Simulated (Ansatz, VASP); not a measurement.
## BaTiO3 in VASP and in Ansatz

Contents of POSCAR:

```
BaTiO3
1.0
    3.9940387829      0.0000000000      0.0000000000
    0.0000000000      3.9940387829      0.0000000000
    0.0000000000      0.0000000000      4.0739195585
Ba Ti O
1 1 3
Direct
    0.5000000000      0.5000000000      0.5000000000
    0.0000000000      0.0000000000      0.0000000000
    0.5000000000      0.0000000000      0.0000000000
    0.0000000000      0.5000000000      0.0000000000
    0.0000000000      0.0000000000      0.5000000000
```

INCAR.step1

```
SYSTEM = BaTiO3
ALGO = Normal
EDIFF = 1E-4
ENCUT = 520
GGA = PE
ISMEAR = 0
LASPH = .TRUE.
LCHARG = .FALSE.
LREAL = .FALSE.
LWAVE = .TRUE.
NBANDS = 28
NELM = 60
PREC = Accurate
SIGMA = 0.02
```

INCAR.step2

```
SYSTEM = BaTiO3
ALGO = Normal
EDIFF = 1E-6
ENCUT = 520
ISIF = 2
ISMEAR = 0
ISTART = 1
LASPH = .TRUE.
LCHARG = .TRUE.
LELF = .TRUE.
LMIXTAU = .TRUE.
LREAL = .FALSE.
LVHAR = .TRUE.
LWAVE = .FALSE.
METAGGA = R2SCAN
NBANDS = 28
NELM = 60
PREC = Accurate
SIGMA = 0.02
```

KPOINTS

```
k-points
0
G
  8 8 8
  0 0 0
```

Input for Ansatz:

```yaml
crystal:
  lattice:
    - [3.9940387829, 0.0, 0.0]
    - [0.0, 3.9940387829, 0.0]
    - [0.0, 0.0, 4.0739195585]
  atoms:
    - { symbol: Ba, position: [0.5, 0.5, 0.5] }
    - { symbol: Ti, position: [0.0, 0.0, 0.0] }
    - { symbol: O, position: [0.5, 0.0, 0.0] }
    - { symbol: O, position: [0.0, 0.5, 0.0] }
    - { symbol: O, position: [0.0, 0.0, 0.5] }
basis:
  ecutwfc: 500
kpoints:
  mp_grid: { grid: [8, 8, 8] }
  band_path: { path: [VBM, CBM], npoints: 2 }
hamiltonian:
  xc: r2scan
scf:
  occupations: { method: gaussian, width: 0.02 }
output:
  forces: true
  stress: true
  eigenvalues: true
checkpoint:
  read: start.run
  write: ck
  compress: false
  write_wavefunctions: false
  write_every: 100000
```

Alike in both runs: task single point; functional r2SCAN; k mesh 8 × 8 × 8; occupations gaussian, width 0.02 eV; no spin polarisation.

|  | VASP | Ansatz |
| --- | --- | --- |
| version | VASP 6.6.1 | Ansatz 0.2.0 |
| potentials or method | VASP PAW PBE potentials, release 64 (Ba_sv, Ti_sv, O), cutoff 520 eV | scalar-relativistic, plane waves, PAW |
| valence electrons in the cell | 40 | 40 |

```tsv
	VASP	Ansatz	Ansatz less VASP
gap on the k mesh at the Fermi level (eV)	2.07	2.08	+0.019
least direct gap on the mesh (eV)	2.25	2.23	-0.018
pressure (GPa)	-1.5	-3.3	-1.84
traceless stress, the component that is largest in VASP (GPa)	-2.45	-2.36	+0.094
```

VASP's potentials were made for PBE, not for r2SCAN.

Spin-orbit coupling is off throughout.
